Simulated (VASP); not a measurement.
Wanted: the native input for a VASP 6.6.1 run.

* Task: electric field gradients
* Functional: PBE
* Dispersion: D3(BJ)
* Potentials or basis: VASP PAW PBE potentials, release 64 (B, H, C, N)
* Cutoff: 520 eV
* k mesh: 4 × 4 × 4
* Occupations: gaussian, width 0.01 eV
* Spin: no spin polarisation
* Dipole correction: no
* Further INCAR settings: LREAL = Auto; ALGO = Normal; EDIFF = 1e-08; NBANDS = 42

The structure of BH8C2N lies in POSCAR:

```
BH8C2N
1.0
    5.7870133317     -0.0064092441     -0.0254850282
    2.4323031355      5.4443017192     -0.0453973886
    0.8838988781      0.6854431260      6.0321391975
B H C N
2 16 4 2
Direct
    0.4878047018      0.8691961815      0.8992772075
    0.5121952982      0.1308038185      0.1007227925
    0.6682402819      0.1431821802      0.5217335098
    0.3317597181      0.8568178198      0.4782664902
    0.8696126838      0.0298058461      0.7443066353
    0.1303873162      0.9701941539      0.2556933647
    0.6885993518      0.3531836957      0.6904027636
    0.3114006482      0.6468163043      0.3095972364
    0.2289913620      0.5179105195      0.7723879288
    0.7710086380      0.4820894805      0.2276120712
    0.0772033171      0.3122810450      0.8814576330
    0.9227966829      0.6877189550      0.1185423670
    0.2120109416      0.3080905930      0.6012751389
    0.7879890584      0.6919094070      0.3987248611
    0.2883292202      0.8592765233      0.8731799031
    0.7116707798      0.1407234767      0.1268200969
    0.6717615787      0.7217271155      0.8041789267
    0.3282384213      0.2782728845      0.1958210733
    0.6889528997      0.1688816147      0.6904117628
    0.3110471003      0.8311183853      0.3095882372
    0.2340873142      0.3321113744      0.7702053789
    0.7659126858      0.6678886256      0.2297946211
    0.4776599179      0.1444857304      0.8435935718
    0.5223400821      0.8555142696      0.1564064282
```

The input as run:

INCAR

```
PREC = Accurate ; ENCUT = 520
EDIFF = 1E-8 ; ISMEAR = 0
SIGMA = 0.01 ; LREAL = Auto
LASPH = T ; NELM = 100
ALGO = Normal ; ISIF = 2
LWAVE = F ; LCHARG = F
GGA = PE ; IVDW = 12
LEFG = T ; NBANDS = 42
```

KPOINTS

```
regular mesh
0
Gamma
  4 4 4
```

Potentials or basis: VASP PAW PBE potentials, release 64 (B, H, C, N).

The run is started by

```sh
$ cat potpaw_PBE.64/B/POTCAR potpaw_PBE.64/H/POTCAR potpaw_PBE.64/C/POTCAR potpaw_PBE.64/N/POTCAR > POTCAR
$ mpirun -np 1 vasp_std > vasp.out
```

Results of the run:

```json
{
  "Pressure": "-0.1 GPa",
  "Largest force": "0.029 eV/Å",
  "Band gap on the k mesh": "5.39 eV (least direct gap 5.77 eV)",
  "Largest electric field gradient by atom": "B -18.6; H +26.3, +27.1, +26.4, +27.3, +18.0, +18.1 (each value once); C +30.6, +30.3 (each value once); N -58.3 V/Å²",
  "Dispersion energy per atom": "-0.057 eV"
}
```

Caveat: without QUAD_EFG the Cq values of the log hold for a quadrupole moment of 1 mb, not for the nuclei.

Run time: 5.9 min on 1 thread of Intel(R) Xeon(R) Platinum 8488C (Sapphire Rapids) (shared host), peak memory 0.43 GiB.
